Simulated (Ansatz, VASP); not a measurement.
One calculation of GaO4, two programs

```xyz
5
Lattice="3.9006 0.0000 0.0000 0.0000 3.9006 0.0000 0.0000 0.0000 3.9006" Properties=species:S:1:pos:R:3 pbc="T T T"
Ga    0.0000    0.0000    0.0000
O     1.9503    1.9503    1.9503
O     1.9503    0.0000    0.0000
O     0.0000    1.9503    0.0000
O     0.0000    0.0000    1.9503
```

Alike in both runs: task single point; functional PBE; k mesh 10 × 10 × 10; occupations gaussian, width 0.1 eV; collinear spin.

|  | VASP | Ansatz |
| --- | --- | --- |
| version | VASP 6.6.1 | Ansatz 0.2.0 |
| potentials or method | VASP PAW PBE potentials, release 64 (Ga_d, O), cutoff 520 eV | scalar-relativistic, plane waves, PAW |
| valence electrons in the cell | 37 | 37 |

Ansatz gave:

* gap on the k mesh at the Fermi level (eV): none
* pressure (GPa): 0.0
* net moment per atom (μB): 1.00
* size of the moment on the site where the two differ most (μB): 1.94

Q: What did VASP give for the same quantities?

A: gap on the k mesh at the Fermi level (eV): none; pressure (GPa): 0.2; net moment per atom (μB): 1.00; size of the moment on the site where the two differ most (μB): 1.64.

Site moments also hang on the region over which each program counts them. A gap of «none» marks a metal or a gap that the smearing closes. Ansatz's warnings: stability check not made.
